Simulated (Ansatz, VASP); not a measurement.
Two plane-wave programs on BN

INCAR

```
SYSTEM = BN
PREC = Accurate ; ENCUT = 520
EDIFF = 1E-6 ; ISMEAR = 0
SIGMA = 0.05 ; LREAL = .FALSE.
LASPH = .TRUE. ; NELM = 100
ALGO = Normal ; ISIF = 2
LWAVE = .FALSE. ; LCHARG = .FALSE.
GGA = PE ; NBANDS = 36
```

The input KPOINTS:

```
Automatic mesh
0
G
  10 10 2
  0 0 0
```

Contents of POSCAR:

```
BN
1.0
   -2.5539396017      0.0000000000      0.0000000000
   -1.2769698008     -2.2117765748      0.0000000000
    0.0000000000      0.0000000000     17.1805650000
B N
6 6
Direct
    0.6666666667      0.6666666667      0.1690499419
    0.6666666667      0.6666666667      0.4150753200
    0.6666666667      0.6666666667      0.6611006981
    0.3333333333      0.3333333333      0.0460372529
    0.3333333333      0.3333333333      0.2920626309
    0.3333333333      0.3333333333      0.5380880090
    0.6666666667      0.6666666667      0.0769262311
    0.6666666667      0.6666666667      0.3229516092
    0.6666666667      0.6666666667      0.5689769873
    0.3333333333      0.3333333333      0.6919896764
    0.3333333333      0.3333333333      0.1999389202
    0.3333333333      0.3333333333      0.4459642983
```

Input for Ansatz:

```yaml
crystal:
  lattice:
    - [-2.5539396017, 0.0, 0.0]
    - [-1.2769698008, -2.2117765748, 0.0]
    - [0.0, 0.0, 17.180565]
  atoms:
    - { symbol: B, position: [0.6666666667, 0.6666666667, 0.1690499419] }
    - { symbol: B, position: [0.6666666667, 0.6666666667, 0.41507532] }
    - { symbol: B, position: [0.6666666667, 0.6666666667, 0.6611006981] }
    - { symbol: B, position: [0.3333333333, 0.3333333333, 0.0460372529] }
    - { symbol: B, position: [0.3333333333, 0.3333333333, 0.2920626309] }
    - { symbol: B, position: [0.3333333333, 0.3333333333, 0.538088009] }
    - { symbol: "N", position: [0.6666666667, 0.6666666667, 0.0769262311] }
    - { symbol: "N", position: [0.6666666667, 0.6666666667, 0.3229516092] }
    - { symbol: "N", position: [0.6666666667, 0.6666666667, 0.5689769873] }
    - { symbol: "N", position: [0.3333333333, 0.3333333333, 0.6919896764] }
    - { symbol: "N", position: [0.3333333333, 0.3333333333, 0.1999389202] }
    - { symbol: "N", position: [0.3333333333, 0.3333333333, 0.4459642983] }
basis:
  ecutwfc: 420
kpoints:
  mp_grid: { grid: [10, 10, 2] }
hamiltonian:
  xc: pbe
scf:
  occupations: { method: gaussian, width: 0.05 }
output:
  forces: true
  stress: true
  eigenvalues: true
  write_density: true
  write_potential: true
  elf: true
  volumetric_format: npy
```

Alike in both runs: task single point; functional PBE; k mesh 10 × 10 × 2; occupations gaussian, width 0.05 eV; no spin polarisation.

```csv
,VASP,Ansatz
version,VASP 6.6.1,Ansatz 0.2.0
potentials or method,"VASP PAW PBE potentials, release 64 (B, N), cutoff 520 eV","scalar-relativistic, plane waves, PAW"
valence electrons in the cell,48,48
```

|  | VASP | Ansatz | Ansatz less VASP |
| --- | --- | --- | --- |
| gap on the k mesh at the Fermi level (eV) | none | none | - |
| pressure (GPa) | -2.1 | -2.2 | -0.15 |
| traceless stress, the component that is largest in VASP (GPa) | 2.96 | 3.03 | +0.071 |
| rms of the force components (eV/Å) | 0.739 | 0.741 | +0.0013 |

Atom by atom the forces differ by 0.004 eV/Å (rms over components). A gap of «none» marks a metal or a gap that the smearing closes. Ansatz's warnings: xc potential rough in thin density.
